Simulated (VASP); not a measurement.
# Sn (Cmcm) in VASP: a series of runs

Sn is run at these levels: PBEsol; tasks: single point.

Program: VASP 6.6.1. These are calculated values, not measurements. Logs are shortened: lines on timing, memory, paths and dates and some standing lists are left out, and cuts for length are marked.

**1. The cell of the first run**

The structure is orthorhombic, space group Cmcm (No. 63). The conventional cell has a = 3.745 Å, b = 5.296 Å, c = 5.296 Å, α = 90.00°, β = 90.00°, γ = 90.00°. Within 4.4 Å of Sn (site symmetry m2m) lie 14 Sn at 3.23 to 4.35 Å.

**2. Single point, PBEsol (atoms displaced along a vibrational mode)**

The input, INCAR:

```
PREC     = Accurate       # precision mode
ENCUT    = 520            # plane-wave cutoff, eV
EDIFF    = 1E-6           # SCF threshold, eV
ISMEAR   = 0              # smearing method
SIGMA    = 0.15           # smearing width, eV
LREAL    = F              # projectors in reciprocal space
LASPH    = T              # aspherical terms in the spheres
NELM     = 80             # most SCF steps
ALGO     = Fast           # electronic algorithm
ISIF     = 2              # what is computed and relaxed
LWAVE    = F              # write WAVECAR
LCHARG   = F              # write CHGCAR
GGA      = PS             # functional
NBANDS   = 21             # bands
```

The input, KPOINTS:

```
Automatic mesh
0
Gamma
  20 20 12
```

The input, POSCAR:

```
Sn
1.0
   -1.8723950223      1.8723950223      1.8723950223
    1.8723950223     -1.8723950223      1.8723950223
    3.7447900446      3.7447900446      0.0000000000
Sn
2
Direct
   -0.0755296583      0.0755296583      0.0000000000
    0.5755296583      0.4244703417      0.5000000000
```

Potentials or basis: VASP PAW PBE potentials, release 64 (Sn_d).

Launch:

```console
$ cat potpaw_PBE.64/Sn_d/POTCAR > POTCAR
$ mpirun -np 1 vasp_std > vasp.out
```

OUTCAR:

```text
PREC = Accurate
   ENCUT = 520
   EDIFF = 1E-6
   ISMEAR = 0
   LREAL = F
   LASPH = T
   NELM = 80
   ISIF = 2
   GGA = PS

 ion  position               nearest neighbor table
   1  0.924  0.076  0.000-   2 3.23   2 3.23   2 3.34   2 3.34   2 3.34   2 3.34
   2  0.576  0.424  0.500-   1 3.23   1 3.23   1 3.34   1 3.34   1 3.34   1 3.34

  LATTYP: Found a base centered orthorhombic cell.
 ALAT       =     3.7447900446
 B/A-ratio  =     1.4142135624
 C/A-ratio  =     1.4142135624

  Lattice vectors:

 A1 = (  -1.8723950223,   1.8723950223,   1.8723950223)
 A2 = (   1.8723950223,  -1.8723950223,   1.8723950223)
 A3 = (   3.7447900446,   3.7447900446,   0.0000000000)

Analysis of symmetry for initial positions (statically):
=====================================================================
 Subroutine PRICEL returns:
 Original cell was already a primitive cell.

 Routine SETGRP: Setting up the symmetry group for a
 base centered orthorhombic supercell.

 Subroutine GETGRP returns: Found  8 space group operations
 (whereof  4 operations were pure point group operations)
 out of a pool of  8 trial point group operations.

The static configuration has the point symmetry C_2v.
 The point group associated with its full space group is D_2h.

Analysis of symmetry for dynamics (positions and initial velocities):
=====================================================================
 Subroutine PRICEL returns:
 Original cell was already a primitive cell.

 Routine SETGRP: Setting up the symmetry group for a
 base centered orthorhombic supercell.

 Subroutine GETGRP returns: Found  8 space group operations
 (whereof  4 operations were pure point group operations)
 out of a pool of  8 trial point group operations.

The dynamic configuration has the point symmetry C_2v.
 The point group associated with its full space group is D_2h.

 Subroutine INISYM returns: Found  8 space group operations
 (whereof  4 operations are pure point group operations),
 and found     1 'primitive' translations

----------------------------------------------------------------------------------------

                                     Primitive cell

  volume of cell :      52.5149

  direct lattice vectors                    reciprocal lattice vectors
    -1.872395022  1.872395022  1.872395022    -0.133518834  0.133518834  0.267037668
     1.872395022 -1.872395022  1.872395022     0.133518834 -0.133518834  0.267037668
     3.744790045  3.744790045  0.000000000     0.133518834  0.133518834  0.000000000

  length of vectors
     3.243083310  3.243083310  5.295932869     0.327053014  0.327053014  0.188824146

  position of ions in fractional coordinates (direct lattice)
     0.924470342  0.075529658  0.000000000
     0.575529658  0.424470342  0.500000000

  ion indices of the primitive-cell ions
   primitive index   ion index
                 1           1
                 2           2

----------------------------------------------------------------------------------------

 KPOINTS: Automatic mesh

Automatic generation of k-mesh.
 Grid dimensions read from file:
 generate k-points for:   20   20   12

 Generating k-lattice:

  Cartesian coordinates                     Fractional coordinates (reciprocal lattice)
    -0.006675942  0.006675942  0.013351883     0.050000000  0.000000000  0.000000000
     0.006675942 -0.006675942  0.013351883     0.000000000  0.050000000  0.000000000
     0.011126569  0.011126569  0.000000000     0.000000000  0.000000000  0.083333333

  Length of vectors
     0.016352651  0.016352651  0.015735345

  Shift w.r.t. Gamma in fractional coordinates (k-lattice)
     0.000000000  0.000000000  0.000000000

 Subroutine IBZKPT returns following result:
 ===========================================

 Found    777 irreducible k-points:

 Following reciprocal coordinates:
            Coordinates               Weight
  0.000000  0.000000  0.000000      1.000000
  0.050000  0.000000  0.000000      4.000000
  0.100000  0.000000  0.000000      4.000000
  0.150000  0.000000  0.000000      4.000000
  0.200000  0.000000  0.000000      4.000000
  0.250000  0.000000  0.000000      4.000000
[... 16 lines left out ...]
 -0.400000  0.050000  0.000000      4.000000
 -0.350000  0.050000  0.000000      4.000000
 [... further k-points ...]
   k-points           NKPTS =    777   k-points in BZ     NKDIM =    777   number of bands    NBANDS=     21
   number of dos      NEDOS =    301   number of ions     NIONS =      2
   total plane-waves  NPLWV =  23040
   dimension x,y,z NGX =    24 NGY =   24 NGZ =   40
   dimension x,y,z NGXF=    48 NGYF=   48 NGZF=   80
   ions per type =               2
   NGX,Y,Z   is equivalent  to a cutoff of  12.30, 12.30, 12.56 a.u.
   NGXF,Y,Z  is equivalent  to a cutoff of  24.61, 24.61, 25.11 a.u.
 SYSTEM =  unknown system
   PREC   = accura    normal or accurate (medium, high low for compatibility)
   ISTART =      0    job   : 0-new  1-cont  2-samecut
   ICHARG =      2    charge: 1-file 2-atom 10-const
   ISPIN  =      1    spin polarized calculation?
   LNONCOLLINEAR =      F non collinear calculations
   LSORBIT =      F    spin-orbit coupling
   LASPH  =      T    aspherical Exc in radial PAW
   ENCUT  =  520.0 eV  38.22 Ry    6.18 a.u.   6.03  6.03  9.85*2*pi/ulx,y,z
   NELM   =     80;   NELMIN=  2; NELMDL= -5     # of ELM steps
   EDIFF  = 0.1E-05   stopping-criterion for ELM
   LREAL  =      F    real-space projection
   EDIFFG = 0.1E-04   stopping-criterion for IOM
   NSW    =      0    number of steps for IOM
   IBRION =     -1    ionic relax: 0-MD 1-quasi-New 2-CG
   NFREE  =      0    steps in history (QN), initial steepest desc. (CG)
   ISIF   =      2    stress and relaxation
   ISYM   =      2    0-nonsym 1-usesym 2-fastsym
   POTIM  = 0.5000    time-step for ionic-motion
   TEBEG  =    0.0;   TEEND  =   0.0 temperature during run
   PSTRESS=    0.0 pullay stress
   NELECT =      28.0000    total number of electrons
   NUPDOWN=      -1.0000    fix difference up-down
   EMIN   =  10.00;   EMAX   =-10.00  energy-range for DOS
   EFERMI =   0.00;   METHOD = LEGACY
   ISMEAR =     0;   SIGMA  =   0.15  broadening in eV -4-tet -1-fermi 0-gaus
   EFERMI_NEDOS =   21; number of points for ismear=-14 and -15
   IALGO  =     68    algorithm
   IMIX   =      4    mixing-type and parameters
     AMIX     =   0.40;   BMIX     =  1.00
     AMIX_MAG =   1.60;   BMIX_MAG =  1.00
  volume/ion in A,a.u.               =      26.26       177.19
  Fermi-wavevector in a.u.,A,eV,Ry     =   1.327496  2.508605 23.976824  1.762247
  Thomas-Fermi vector in A             =   2.456804
   LORBIT       =      0    0 simple, 1 ext, 2 COOP (PROOUT), +10 PAW based schemes
   GGA     = PS    functional components
   LHFCALC =     F    Hartree Fock is set to
   AEXX    =    0.0000 exact exchange contribution
   IVDW    =     0    specifies the selected vdW correction
   LEPSILON=     F    determine dielectric tensor
   LRPA    =     F    only Hartree local field effects (RPA)
 non-spin polarized calculation
 RMM-DIIS sequential band-by-band and
 Gauss-broadening in eV      SIGMA  =   0.15
  energy-cutoff  :      520.00
  volume of cell :       52.51
 maximum number of plane-waves:      1434
   NGX = 13   NGY = 13   NGZ = 19

 number of electron      28.0000000 magnetization

 Free energy of the ion-electron system (eV)
  ---------------------------------------------------
  ext. energy  EPLUGINS =         0.00000000
  ---------------------------------------------------
  free energy    TOTEN  =        -8.45349789 eV

  energy without entropy =       -8.44198797  energy(sigma->0) =       -8.44774293

 E-fermi :   8.3603     XC(G=0): -10.6584

 val. band max:        8.3562898744   @ k =   0.5000   0.2500   0.1667
 cond. band min:       8.3692348835   @ k =  -0.4500   0.3000   0.4167
 fundamental gap:      0.0129450091
 Fermi energy:         8.3603014179

 k-point     1 :       0.0000    0.0000    0.0000
  band No.  band energies     occupation
      1     -13.1586      2.00000
      2     -13.1307      2.00000
      3     -13.1027      2.00000
      4     -13.0827      2.00000
      5     -13.0549      2.00000
      6     -13.0319      2.00000
[... 13 lines left out ...]
     20      18.8233      0.00000
     21      20.0548      0.00000

 k-point     2 :       0.0500    0.0000    0.0000
  band No.  band energies     occupation
      1     -13.1564      2.00000
      2     -13.1293      2.00000
      3     -13.0997      2.00000
      4     -13.0807      2.00000
      5     -13.0555      2.00000
      6     -13.0336      2.00000
[... 13 lines left out ...]
     20      18.6587      0.00000
     21      19.8139      0.00000

 k-point     3 :       0.1000    0.0000    0.0000
  band No.  band energies     occupation
      1     -13.1521      2.00000
      2     -13.1249      2.00000
      3     -13.0903      2.00000
      4     -13.0738      2.00000
      5     -13.0574      2.00000
      6     -13.0381      2.00000
[... 13 lines left out ...]
     20      19.0721      0.00000
     21      19.4337      0.00000

 k-point     4 :       0.1500    0.0000    0.0000
  band No.  band energies     occupation
      1     -13.1511      2.00000
      2     -13.1162      2.00000
      3     -13.0780      2.00000
      4     -13.0613      2.00000
      5     -13.0581      2.00000
      6     -13.0441      2.00000
[... 13 lines left out ...]
     20      18.8506      0.00000
     21      19.1189      0.00000

 k-point     5 :       0.2000    0.0000    0.0000
  band No.  band energies     occupation
      1     -13.1547      2.00000
      2     -13.1050      2.00000
      3     -13.0678      2.00000
      4     -13.0654      2.00000
      5     -13.0502      2.00000
      6     -13.0328      2.00000
[... 13 lines left out ...]
     20      18.6936      0.00000
     21      19.2457      0.00000
[... 382 lines left out ...]
     20      17.9252      0.00000
     21      21.1354      0.00000

 k-point    22 :      -0.4500    0.0500    0.0000
  band No.  band energies     occupation
      1     -13.1775      2.00000
      2     -13.1061      2.00000
      3     -13.0810      2.00000
      4     -13.0796      2.00000
      5     -13.0350      2.00000
      6     -12.9980      2.00000
[... 13 lines left out ...]
     20      18.1690      0.00000
     21      20.9187      0.00000

 k-point    23 :      -0.4000    0.0500    0.0000
  band No.  band energies     occupation
      1     -13.1730      2.00000
      2     -13.1010      2.00000
      3     -13.0813      2.00000
      4     -13.0769      2.00000
      5     -13.0391      2.00000
      6     -12.9920      2.00000
[... 13 lines left out ...]
     20      18.4520      0.00000
     21      20.2303      0.00000

 k-point    24 :      -0.3500    0.0500    0.0000
  band No.  band energies     occupation
      1     -13.1666      2.00000
      2     -13.0942      2.00000
      3     -13.0825      2.00000
      4     -13.0715      2.00000
      5     -13.0438      2.00000
      6     -12.9837      2.00000
[... 13 lines left out ...]
     20      18.7452      0.00000
     21      19.5120      0.00000

 [... further k-points ...]

------------------------ aborting loop because EDIFF is reached ----------------------------------------

  FORCE on cell =-STRESS in cart. coord.  units (eV):
  Direction    XX          YY          ZZ          XY          YZ          ZX
  --------------------------------------------------------------------------------------
  -------------------------------------------------------------------------------------
  Total        0.1004984      0.1004984      0.0542929      0.0594268      0.0000000     -0.0000000
  in kB        3.0661085      3.0661085      1.6564240      1.8130536      0.0000000     -0.0000000
  external PRESSURE =       2.5962137 kB  Pullay stress =       0.0000000 kB

 VOLUME and BASIS-vectors are now :
 -----------------------------------------------------------------------------
  energy-cutoff  :      520.00
  volume of cell :       52.51
      direct lattice vectors                 reciprocal lattice vectors
    -1.872395022  1.872395022  1.872395022    -0.133518834  0.133518834  0.267037668
     1.872395022 -1.872395022  1.872395022     0.133518834 -0.133518834  0.267037668
     3.744790045  3.744790045  0.000000000     0.133518834  0.133518834  0.000000000

 POSITION                                       TOTAL-FORCE (eV/Angst)
 -----------------------------------------------------------------------------------
     -1.58955      1.58955      1.87240        -0.050010      0.050010      0.000000
      1.58955      2.15524      1.87240         0.050010     -0.050010      0.000000
 -----------------------------------------------------------------------------------
    total drift:                                0.000000      0.000000      0.000000

  FREE ENERGIE OF THE ION-ELECTRON SYSTEM (eV)
  ---------------------------------------------------
  free  energy   TOTEN  =        -8.4534978921 eV

  energy  without entropy=       -8.4419879704  energy(sigma->0) =       -8.44774293
```

Wall time 3.6 min (1 thread of Intel Xeon 6975P-C (Granite Rapids), shared host); peak memory 0.69 GiB.

Results:

```yaml
Free_energy: -8.4535 eV
Pressure: 0.3 GPa
Largest_force: 0.071 eV/Å
Band_gap_on_the_k_mesh: zero (bands 14 and 15 overlap by 6.71 eV)
```

Forces in eV/Å, atoms in the order of the input:
```
Sn  -0.050  0.050  0.000
Sn   0.050 -0.050  0.000
```

Stress tensor (GPa, compression positive):
```
0.31 0.18 0.00
0.18 0.31 0.00
0.00 0.00 0.17
```

Caveat: the cell differs from its parent crystal (atoms displaced along a vibrational mode); the PAW data sets were made with another functional, which shifts forces and pressure a little; spin-orbit coupling is left out, which moves the levels of the heavy elements.

**3. Single point, PBEsol (atoms displaced along a vibrational mode)**

The input, INCAR:

```
SYSTEM = Sn
ALGO = Fast ; EDIFF = 1E-6
ENCUT = 520 ; GGA = PS
ISIF = 2 ; ISMEAR = 0
LASPH = .TRUE. ; LCHARG = .FALSE.
LREAL = .FALSE. ; LWAVE = .FALSE.
NBANDS = 21 ; NELM = 80
PREC = Accurate ; SIGMA = 0.15
```

The input, KPOINTS:

```
k-points
0
G
  20 20 12
  0 0 0
```

The input, POSCAR:

```
Sn
1.0
   -1.8723950223      1.8723950223      1.8723950223
    1.8723950223     -1.8723950223      1.8723950223
    3.7447900446      3.7447900446      0.0000000000
Sn
2
Direct
    0.0566472437     -0.0566472437      0.0000000000
    0.4433527563      0.5566472437      0.5000000000
```

Potentials or basis: VASP PAW PBE potentials, release 64 (Sn_d).

Launch:

```console
$ cat potpaw_PBE.64/Sn_d/POTCAR > POTCAR
$ mpirun -np 1 vasp_std > vasp.out
```

Wall time 3.6 min (1 thread of Intel Xeon 6975P-C (Granite Rapids), shared host); peak memory 0.69 GiB.

Results (log left out):

```yaml
Free_energy: -8.4633 eV
Pressure: -0.1 GPa
Largest_force: 0.030 eV/Å
Band_gap_on_the_k_mesh: zero (bands 14 and 15 overlap by 6.62 eV)
```

Forces in eV/Å, atoms in the order of the input:
```
Sn   0.021 -0.021  0.000
Sn  -0.021  0.021  0.000
```

Levels at points of the mesh, in eV from the Fermi level:
```tsv
k point	band 11	band 12	band 13	band 14	band 15	band 16	band 17	band 18
(0.00, 0.00, 0.00)	-11.37	-6.45	-4.63	4.05	5.46	6.85	7.27	8.45
(0.50, 0.00, 0.00)	-7.68	-6.70	-2.15	-1.49	-0.96	0.67	3.53	6.25
(0.50, 0.50, 0.00)	-6.26	-5.11	-1.92	-0.58	-0.50	-0.09	2.56	3.71
(0.00, 0.00, 0.50)	-9.96	-9.96	1.58	1.58	5.39	5.39	6.56	6.56
(0.50, 0.00, 0.50)	-6.56	-6.56	-4.49	-4.49	4.00	4.00	5.20	5.20
(0.50, 0.50, 0.50)	-5.05	-5.05	-3.47	-3.47	1.01	1.01	2.84	2.84
```

Caveat: the cell differs from its parent crystal (atoms displaced along a vibrational mode); the PAW data sets were made with another functional, which shifts forces and pressure a little; spin-orbit coupling is left out, which moves the levels of the heavy elements.

**4. Single point, PBEsol**

The input, INCAR:

```
PREC = Accurate ; ENCUT = 520
EDIFF = 1E-6 ; ISMEAR = 0
SIGMA = 0.15 ; LREAL = False
LASPH = True ; NELM = 80
ALGO = Fast ; ISIF = 2
LWAVE = False ; LCHARG = True
GGA = PS ; LELF = True
LVHAR = True ; NBANDS = 21
```

The input, KPOINTS:

```
regular mesh
0
Gamma
  20 20 12
```

The input, POSCAR:

```
Sn
1.0
   -1.8723950223      1.8723950223      1.8723950223
    1.8723950223     -1.8723950223      1.8723950223
    3.7447900446      3.7447900446      0.0000000000
Sn
2
Direct
    0.0283236219     -0.0283236219      0.0000000000
    0.4716763781      0.5283236219      0.5000000000
```

Launch:

```console
$ cat potpaw_PBE.64/Sn_d/POTCAR > POTCAR
$ mpirun -np 1 vasp_std > vasp.out
```

It took 4.1 min on 1 thread of Intel Xeon 6975P-C (Granite Rapids), shared host; peak memory 0.69 GiB.

The run converged. Its results:

```yaml
Free_energy: -8.4673 eV
Pressure: -0.3 GPa
Band_gap_on_the_k_mesh: zero (bands 14 and 15 overlap by 6.70 eV)
```

Forces in eV/Å, atoms in the order of the input:
```
Sn   0.002 -0.002  0.000
Sn  -0.002  0.002  0.000
```

Stress tensor (GPa, compression positive):
```
-0.34 -0.09  0.00
-0.09 -0.34  0.00
 0.00  0.00 -0.28
```

Levels at points of the mesh, in eV from the Fermi level:
| k point | band 12 | band 13 | band 14 | band 15 | band 16 | band 17 |
| --- | --- | --- | --- | --- | --- | --- |
| (0.00, 0.00, 0.00) | -6.45 | -4.60 | 3.81 | 5.54 | 7.60 | 7.72 |
| (0.50, 0.00, 0.00) | -6.96 | -1.96 | -1.63 | -0.56 | 0.24 | 3.93 |
| (0.50, 0.50, 0.00) | -4.74 | -2.17 | -0.52 | -0.50 | -0.40 | 3.42 |
| (0.00, 0.00, 0.50) | -9.94 | 1.58 | 1.58 | 5.37 | 5.37 | 6.69 |
| (0.50, 0.00, 0.50) | -6.48 | -4.57 | -4.57 | 3.80 | 3.80 | 5.47 |
| (0.50, 0.50, 0.50) | -5.16 | -3.24 | -3.24 | 1.01 | 1.01 | 2.68 |

Caveat: the PAW data sets were made with another functional, which shifts forces and pressure a little; spin-orbit coupling is left out, which moves the levels of the heavy elements.

**5. Overview**

```csv
cell,gap on the mesh (eV),pressure (GPa),largest force (eV/Å)
"as given, atomic positions A",none,0.3,0.07
"as given, atomic positions B",none,-0.1,0.03
"as given, atomic positions C",none,-0.3,-
```

Alike in all rows: task single point; level PBEsol; potentials or basis VASP PAW PBE potentials, release 64 (Sn_d); no spin polarisation; k mesh 20 × 20 × 12; cutoff (eV) 520; smearing gaussian 0.15 eV.

Caveats: the PAW data sets were made with another functional, which shifts forces and pressure a little; spin-orbit coupling is left out, which moves the levels of the heavy elements.

Absolute energies hang on the potentials; compare differences alone.
